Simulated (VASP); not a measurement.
# Na3BP2 (P1) in VASP: a series of runs

The runs below take Na3BP2 through single point, with LDA.

Program: VASP 6.6.1. These are calculated values, not measurements. Logs are shortened: lines on timing, memory, paths and dates and some standing lists are left out, and cuts for length are marked.

### 1 The cell of the first run

The typed cell holds 24 atoms: a = 7.149 Å, b = 9.492 Å, c = 9.344 Å, α = 90.00°, β = 110.92°, γ = 90.00°.

### 2 Single point, LDA

INCAR reads:

```
PREC = Accurate
ENCUT = 520
EDIFF = 1E-6
ISMEAR = -1
SIGMA = 0.05
LREAL = Auto
LASPH = True
NELM = 60
ALGO = Normal
ISIF = 2
LWAVE = False
LCHARG = False
NBANDS = 86
```

KPOINTS reads:

```
Automatic mesh
0
Gamma
  2 1 1
```

POSCAR reads:

```
Na3BP2
1.0
    7.1493640000      0.0000000000      0.0000000000
    0.0000000000      9.4916290000      0.0000000000
   -3.3367450000      0.0000000000      8.7276410000
Na B P
12 4 8
Direct
    0.6940814992      0.3547230934      0.8093939703
    0.2204669281     -0.0387815411      0.9854209173
    0.3282330703      0.4653574218      0.5736601677
    0.6903205706      0.5596510357      0.4395460354
    0.6831118235      1.1045733035      0.5285735286
    0.2150988209      0.4045248713      0.9425112697
    0.1797900896      0.1077791810      0.3515955801
    0.9367910536      0.4968272569      0.1451594996
    0.7073418228      0.1942132378      0.1497999288
    0.3103227528      0.6902819316      0.1948636522
    0.6482283942      0.8780579182     -0.0705116079
    0.1761055664      0.8356942733      0.6243038640
    0.1951529556      0.2397059556      0.6734465820
    0.8421038701      0.6252772838      0.8556263943
    0.2612055878      0.2809528270      0.1869348201
    0.8437986363      0.8427425893      0.3396794162
    0.4442994505      0.3679663417      0.3410085268
    0.6178020256      0.9086849054      0.3385909205
    0.5727216730      0.5917108644      0.8243350064
    0.3962932997      0.1252998827      0.7665989011
    0.9781234655      0.3377923853      0.5934707901
    0.0710671408      0.7193285789      0.9312023719
    0.0107111656      0.7042416007      0.3546204524
    1.0152588602      0.2096794976      0.0724823581
```

Potentials or basis: VASP PAW LDA potentials, release 64 (Na_pv, B, P).

The run is started by

```console
$ cat potpaw_LDA.64/Na_pv/POTCAR potpaw_LDA.64/B/POTCAR potpaw_LDA.64/P/POTCAR > POTCAR
$ mpirun -np 1 vasp_std > vasp.out
```

OUTCAR:

```text
PREC = Accurate
   ENCUT = 520
   EDIFF = 1E-6
   ISMEAR = -1
   LREAL = Auto
   LASPH = True
   NELM = 60
   ISIF = 2

 ion  position               nearest neighbor table
   1  0.694  0.355  0.809-  19 2.43
   2  0.220  0.961  0.985-  22 2.51
   3  0.328  0.465  0.574-  19 2.66  17 2.75  21 2.85
   4  0.690  0.560  0.440-  17 2.47
   5  0.683  0.105  0.529-  18 2.50
   6  0.215  0.405  0.943-  15 2.48  24 2.86
   7  0.180  0.108  0.352-  15 2.46  24 2.63
   8  0.937  0.497  0.145-  23 2.69
   9  0.707  0.194  0.150-  24 2.55
  10  0.310  0.690  0.195-  22 2.46
  11  0.648  0.878  0.929-  19 2.87
  12  0.176  0.836  0.624-  23 2.68
  13  0.195  0.240  0.673-  21 1.73  20 1.76
  14  0.842  0.625  0.856-  22 1.77  19 1.87
  15  0.261  0.281  0.187-  17 1.77  24 1.83   7 2.46   6 2.48
  16  0.844  0.843  0.340-  18 1.73  23 1.75
  17  0.444  0.368  0.341-  15 1.77   4 2.47   3 2.75
  18  0.618  0.909  0.339-  16 1.73   5 2.50
  19  0.573  0.592  0.824-  14 1.87   1 2.43   3 2.66  11 2.87
  20  0.396  0.125  0.767-  13 1.76
  21  0.978  0.338  0.593-  13 1.73   3 2.85
  22  0.071  0.719  0.931-  14 1.77  10 2.46   2 2.51
  23  0.011  0.704  0.355-  16 1.75  12 2.68   8 2.69
  24  0.015  0.210  0.072-  15 1.83   9 2.55   7 2.63   6 2.86

  LATTYP: Found a simple monoclinic cell.
 ALAT       =     7.1493640000
 B/A-ratio  =     1.3276186525
 C/A-ratio  =     1.3069338404
 COS(beta)  =    -0.3571099952

  Lattice vectors:

 A1 = (   7.1493640000,   0.0000000000,   0.0000000000)
 A2 = (   0.0000000000,   9.4916290000,   0.0000000000)
 A3 = (  -3.3367450000,   0.0000000000,   8.7276410000)

Analysis of symmetry for initial positions (statically):
=====================================================================
 Subroutine PRICEL returns:
 Original cell was already a primitive cell.

 Routine SETGRP: Setting up the symmetry group for a
 simple monoclinic supercell.

 Subroutine GETGRP returns: Found  1 space group operations
 (whereof  1 operations were pure point group operations)
 out of a pool of  4 trial point group operations.

The static configuration has the point symmetry C_1 .

Analysis of symmetry for dynamics (positions and initial velocities):
=====================================================================
 Subroutine PRICEL returns:
 Original cell was already a primitive cell.

 Routine SETGRP: Setting up the symmetry group for a
 simple monoclinic supercell.

 Subroutine GETGRP returns: Found  1 space group operations
 (whereof  1 operations were pure point group operations)
 out of a pool of  4 trial point group operations.

The dynamic configuration has the point symmetry C_1 .

 Subroutine INISYM returns: Found  1 space group operations
 (whereof  1 operations are pure point group operations),
 and found     1 'primitive' translations

----------------------------------------------------------------------------------------

                                     Primitive cell

  volume of cell :     592.2500

  direct lattice vectors                    reciprocal lattice vectors
     7.149364000  0.000000000  0.000000000     0.139872582  0.000000000  0.053475978
     0.000000000  9.491629000  0.000000000     0.000000000  0.105355993  0.000000000
    -3.336745000  0.000000000  8.727641000     0.000000000  0.000000000  0.114578498

  length of vectors
     7.149364000  9.491629000  9.343745749     0.149746517  0.105355993  0.114578498

  position of ions in fractional coordinates (direct lattice)
     0.694081499  0.354723093  0.809393970
     0.220466928  0.961218459  0.985420917
     0.328233070  0.465357422  0.573660168
     0.690320571  0.559651036  0.439546035
     0.683111823  0.104573303  0.528573529
     0.215098821  0.404524871  0.942511270
[... 16 lines left out ...]
     0.010711166  0.704241601  0.354620452
     0.015258860  0.209679498  0.072482358

  ion indices of the primitive-cell ions
   primitive index   ion index
                 1           1
                 2           2
                 3           3
                 4           4
                 5           5
                 6           6
[... 16 lines left out ...]
                23          23
                24          24

----------------------------------------------------------------------------------------

 KPOINTS: Automatic mesh

Automatic generation of k-mesh.
 Grid dimensions read from file:
 generate k-points for:    2    1    1

 Generating k-lattice:

  Cartesian coordinates                     Fractional coordinates (reciprocal lattice)
     0.069936291  0.000000000  0.026737989     0.500000000  0.000000000  0.000000000
     0.000000000  0.105355993  0.000000000     0.000000000  1.000000000  0.000000000
     0.000000000  0.000000000  0.114578498     0.000000000  0.000000000  1.000000000

  Length of vectors
     0.074873258  0.105355993  0.114578498

  Shift w.r.t. Gamma in fractional coordinates (k-lattice)
     0.000000000  0.000000000  0.000000000

 Subroutine IBZKPT returns following result:
 ===========================================

 Found      2 irreducible k-points:

 Following reciprocal coordinates:
            Coordinates               Weight
  0.000000  0.000000  0.000000      1.000000
  0.500000  0.000000  0.000000      1.000000
   k-points           NKPTS =      2   k-points in BZ     NKDIM =      2   number of bands    NBANDS=     86
   number of dos      NEDOS =    301   number of ions     NIONS =     24
   total plane-waves  NPLWV = 272160
   dimension x,y,z NGX =    54 NGY =   72 NGZ =   70
   dimension x,y,z NGXF=   108 NGYF=  144 NGZF=  140
   ions per type =              12   4   8
   NGX,Y,Z   is equivalent  to a cutoff of  12.56, 12.61, 12.45 a.u.
   NGXF,Y,Z  is equivalent  to a cutoff of  25.11, 25.22, 24.91 a.u.
 SYSTEM =  unknown system
   PREC   = accura    normal or accurate (medium, high low for compatibility)
   ISTART =      0    job   : 0-new  1-cont  2-samecut
   ICHARG =      2    charge: 1-file 2-atom 10-const
   ISPIN  =      1    spin polarized calculation?
   LNONCOLLINEAR =      F non collinear calculations
   LSORBIT =      F    spin-orbit coupling
   LASPH  =      T    aspherical Exc in radial PAW
   ENCUT  =  520.0 eV  38.22 Ry    6.18 a.u.  13.29 17.65 17.37*2*pi/ulx,y,z
   NELM   =     60;   NELMIN=  2; NELMDL= -5     # of ELM steps
   EDIFF  = 0.1E-05   stopping-criterion for ELM
   LREAL  =      T    real-space projection
   EDIFFG = 0.1E-04   stopping-criterion for IOM
   NSW    =      0    number of steps for IOM
   IBRION =     -1    ionic relax: 0-MD 1-quasi-New 2-CG
   NFREE  =      0    steps in history (QN), initial steepest desc. (CG)
   ISIF   =      2    stress and relaxation
   ISYM   =      2    0-nonsym 1-usesym 2-fastsym
   POTIM  = 0.5000    time-step for ionic-motion
   TEBEG  =    0.0;   TEEND  =   0.0 temperature during run
   PSTRESS=    0.0 pullay stress
   NELECT =     136.0000    total number of electrons
   NUPDOWN=      -1.0000    fix difference up-down
   EMIN   =  10.00;   EMAX   =-10.00  energy-range for DOS
   EFERMI =   0.00;   METHOD = LEGACY
   ISMEAR =    -1;   SIGMA  =   0.05  broadening in eV -4-tet -1-fermi 0-gaus
   EFERMI_NEDOS =   21; number of points for ismear=-14 and -15
   IALGO  =     38    algorithm
   IMIX   =      4    mixing-type and parameters
     AMIX     =   0.40;   BMIX     =  1.00
     AMIX_MAG =   1.60;   BMIX_MAG =  1.00
  volume/ion in A,a.u.               =      24.68       166.53
  Fermi-wavevector in a.u.,A,eV,Ry     =   1.002504  1.894458 13.674050  1.005014
  Thomas-Fermi vector in A             =   2.134995
   LORBIT       =      0    0 simple, 1 ext, 2 COOP (PROOUT), +10 PAW based schemes
   GGA     = CA    functional components
   LHFCALC =     F    Hartree Fock is set to
   AEXX    =    0.0000 exact exchange contribution
   IVDW    =     0    specifies the selected vdW correction
   LEPSILON=     F    determine dielectric tensor
   LRPA    =     F    only Hartree local field effects (RPA)
 non-spin polarized calculation
  energy-cutoff  :      520.00
  volume of cell :      592.25
 maximum number of plane-waves:     15976
 NGX is ok and might be reduce to    54
   NGX = 27   NGY = 35   NGZ = 35

 number of electron     135.9999996 magnetization

 Free energy of the ion-electron system (eV)
  ---------------------------------------------------
  ext. energy  EPLUGINS =         0.00000000
  ---------------------------------------------------
  free energy    TOTEN  =       -96.74234489 eV

  energy without entropy =      -96.74218453  energy(sigma->0) =      -96.74226471

 E-fermi :   1.5054     XC(G=0):  -7.8953

 val. band max:        1.0481481658   @ k =   0.5000   0.0000   0.0000
 cond. band min:       1.9428456635   @ k =   0.0000   0.0000   0.0000
 fundamental gap:      0.8946974977
 Fermi energy:         1.5054348673

 k-point     1 :       0.0000    0.0000    0.0000
  band No.  band energies     occupation
      1     -23.4400      2.00000
      2     -23.4242      2.00000
      3     -23.4042      2.00000
      4     -23.3949      2.00000
      5     -23.3839      2.00000
      6     -23.3724      2.00000
[... 72 lines left out ...]
     79       4.4437      0.00000
     80       4.5568      0.00000

 k-point     2 :       0.5000    0.0000    0.0000
  band No.  band energies     occupation
      1     -23.4399      2.00000
      2     -23.4242      2.00000
      3     -23.4042      2.00000
      4     -23.3949      2.00000
      5     -23.3839      2.00000
      6     -23.3724      2.00000
[... 72 lines left out ...]
     79       4.1428      0.00000
     80       4.3354      0.00000
 [bands above 80 left out]

------------------------ aborting loop because EDIFF is reached ----------------------------------------

  FORCE on cell =-STRESS in cart. coord.  units (eV):
  Direction    XX          YY          ZZ          XY          YZ          ZX
  --------------------------------------------------------------------------------------
  -------------------------------------------------------------------------------------
  Total       -2.4414113     -1.1598797      0.1133637     -2.5112034      0.9757355      1.3244746
  in kB       -6.6045995     -3.1377511      0.3066759     -6.7934038      2.6395970      3.5830195
  external PRESSURE =      -3.1452249 kB  Pullay stress =       0.0000000 kB

 VOLUME and BASIS-vectors are now :
 -----------------------------------------------------------------------------
  energy-cutoff  :      520.00
  volume of cell :      592.25
      direct lattice vectors                 reciprocal lattice vectors
     7.149364000  0.000000000  0.000000000     0.139872582  0.000000000  0.053475978
     0.000000000  9.491629000  0.000000000     0.000000000  0.105355993  0.000000000
    -3.336745000  0.000000000  8.727641000     0.000000000  0.000000000  0.114578498

 POSITION                                       TOTAL-FORCE (eV/Angst)
 -----------------------------------------------------------------------------------
      2.26150      3.36690      7.06410         0.701598     -1.510985     -0.106937
     -1.71190      9.12353      8.60040         0.183080      1.228697      0.152176
      0.43250      4.41700      5.00670        -0.675787      0.225379     -0.460591
      3.46870      5.31200      3.83620         1.182718      0.923388      0.684230
      3.12010      0.99257      4.61320         0.051227      0.855867      0.655280
     -1.60710      3.83960      8.22590         0.314375      0.307876     -0.861065
[... 16 lines left out ...]
     -1.10670      6.68440      3.09500         1.143131     -0.082993      0.120311
     -0.13276      1.99020      0.63260         1.522148      0.261500     -0.282978
 -----------------------------------------------------------------------------------
    total drift:                               -0.005881     -0.000975      0.007901

  FREE ENERGIE OF THE ION-ELECTRON SYSTEM (eV)
  ---------------------------------------------------
  free  energy   TOTEN  =       -96.7423448944 eV

  energy  without entropy=      -96.7421845300  energy(sigma->0) =      -96.74226471
```

Run time: 4.1 min. Hardware: 1 thread of Oxide Virtual Turin-like, shared host; peak memory 0.42 GiB.

What came out:

```
Free energy            : -96.7423 eV
Pressure               : -0.3 GPa
Largest force          : 1.995 eV/Å
Band gap on the k mesh : 0.89 eV, indirect (least direct gap 0.93 eV)
```

Forces in eV/Å, atoms in the order of the input:
```
Na   0.702 -1.511 -0.107
Na   0.183  1.229  0.152
Na  -0.676  0.225 -0.461
Na   1.183  0.923  0.684
Na   0.051  0.856  0.655
Na   0.314  0.308 -0.861
Na  -0.179 -0.404  0.939
Na  -0.047  0.146 -0.086
Na  -1.134 -0.249  0.361
Na   0.236  0.029  1.209
Na   0.325 -0.251  0.101
Na  -0.023 -0.053  0.400
B   -0.602 -0.543  0.163
B   -1.588  0.949  0.149
B   -1.474  0.240  0.333
B    0.149 -1.197 -0.164
P   -0.194 -0.958 -1.273
P   -1.276  0.611 -1.126
P    1.283  1.157  0.529
P    0.777 -0.752  0.362
P   -0.249  0.278 -0.272
P   -0.425 -1.214 -1.524
P    1.143 -0.083  0.120
P    1.522  0.262 -0.283
```

Stress tensor (GPa, compression positive):
```
-0.66 -0.68  0.36
-0.68 -0.31  0.26
 0.36  0.26  0.03
```

Levels at points of the mesh, in eV from the valence-band top:
| k point | band 65 | band 66 | band 67 | band 68 | band 69 | band 70 | band 71 | band 72 |
| --- | --- | --- | --- | --- | --- | --- | --- | --- |
| (0.00, 0.00, 0.00) | -0.53 | -0.42 | -0.37 | -0.04 | 0.89 | 1.67 | 1.75 | 2.01 |
| (0.50, 0.00, 0.00) | -0.48 | -0.38 | -0.19 | 0.00 | 1.28 | 1.65 | 1.79 | 2.03 |

Caveat: the k points lie up to 0.72 Å⁻¹ apart; forces of over 1 eV/Å act on the atoms, so gaps and moduli don't describe the material at rest. Expect the measured gap to be larger: semilocal functionals such as LDA lack the derivative discontinuity.

### 3 Single point, LDA

INCAR reads:

```
ALGO     = Normal         # electronic algorithm
EDIFF    = 1E-7           # SCF threshold, eV
ENCUT    = 520            # plane-wave cutoff, eV
GGA      = CA             # functional
ISIF     = 2              # what is computed and relaxed
ISMEAR   = -1             # smearing method
LASPH    = True           # aspherical terms in the spheres
LCHARG   = False          # write CHGCAR
LREAL    = Auto         
LWAVE    = False          # write WAVECAR
NBANDS   = 86             # bands
NELM     = 60             # most SCF steps
PREC     = Accurate       # precision mode
SIGMA    = 0.05           # smearing width, eV
```

KPOINTS reads:

```
k-points
0
Gamma
  2 1 1
```

POSCAR reads:

```
Na3BP2
1.0
    7.1493640000      0.0000000000      0.0000000000
    0.0000000000      9.4916290000      0.0000000000
   -3.3367450000      0.0000000000      8.7276410000
Na B P
12 4 8
Direct
    0.7616219665      0.4052728989      0.7566993189
    0.2027408258     -0.0976755413      1.1185955059
    0.3543532060      0.4805497560      0.5596472174
    0.9100508625      0.5861480679      0.5112721754
    0.6048287697      1.1018235121      0.5403292826
    0.2841766632      0.4667059785      0.8495651918
    0.1243110740      0.0472521629      0.4464665767
    1.0217916592      0.4935296144      0.2242186634
    0.4371605340      0.1897250725      0.0727115151
    0.3994525849      0.6883960593      0.2513623097
    0.7471658607      0.9114452324     -0.0563840790
    0.0797931997      0.8048671097      0.7196446325
    0.2125610864      0.2217006164      0.6794275796
    0.7935594920      0.6874057130      0.8444893643
    0.1331971063      0.2602503743      0.1663221482
    0.8376919522      0.8661421554      0.3199719145
    0.3643116505      0.3313235273      0.3114701899
    0.6076497101      0.9449062959      0.2394576037
    0.5463587750      0.6326416677      0.8293764604
    0.4281354132      0.1391436602      0.7636771494
    0.9801829778      0.2922891318      0.5511913242
    0.0708641245      0.6537444732      0.9260921708
    0.0682002416      0.7853235730      0.3494987935
    0.9961733478      0.1503324666      0.0300310244
```

Potentials or basis: VASP PAW LDA potentials, release 64 (Na_pv, B, P).

The run is started by

```console
$ cat potpaw_LDA.64/Na_pv/POTCAR potpaw_LDA.64/B/POTCAR potpaw_LDA.64/P/POTCAR > POTCAR
$ mpirun -np 1 vasp_std > vasp.out
```

Wall time 5.5 min (1 thread of Oxide Virtual Turin-like, shared host); peak memory 0.43 GiB.

The run converged. Its results:

```
Free energy            : -95.5352 eV
Pressure               : 0.3 GPa
Largest force          : 3.378 eV/Å
Band gap on the k mesh : 0.64 eV, indirect (least direct gap 0.73 eV)
```

Forces in eV/Å, atoms in the order of the input:
```
Na   0.417 -0.569  0.568
Na  -0.258  0.547 -0.228
Na  -0.253 -0.233 -0.339
Na  -0.195 -0.237 -0.187
Na   0.365  0.303 -0.467
Na  -0.503 -1.006  0.186
Na   0.067  0.873 -0.198
Na  -0.345  0.283 -0.405
Na   0.139 -0.131  0.028
Na   0.282 -0.605  0.118
Na  -0.760  0.683  0.487
Na   1.023  1.235 -0.759
B   -2.478  1.503 -1.735
B    0.596 -2.550  0.766
B    2.188  0.591  2.119
B   -0.129 -0.617 -0.588
P   -0.350  0.460 -0.426
P   -1.007  0.384  0.236
P    1.433  1.246 -0.418
P    2.361 -1.328  1.633
P   -0.336  0.753  0.408
P   -1.998  0.517  0.081
P    0.825 -1.114  0.924
P   -1.083 -0.990 -1.804
```

Stress tensor (GPa, compression positive):
```
 0.86 -1.28  0.72
-1.28 -0.08 -0.07
 0.72 -0.07  0.07
```

Levels at points of the mesh, in eV from the valence-band top:
```tsv
k point	band 66	band 67	band 68	band 69	band 70	band 71
(0.00, 0.00, 0.00)	-0.36	-0.23	-0.09	0.64	1.41	1.66
(0.50, 0.00, 0.00)	-0.37	-0.22	0.00	0.95	1.61	1.87
```

Caveat: the k points lie up to 0.72 Å⁻¹ apart; forces of over 1 eV/Å act on the atoms, so gaps and moduli don't describe the material at rest. A k mesh can miss the band edges.

(Part 1 of 2 ends here.)
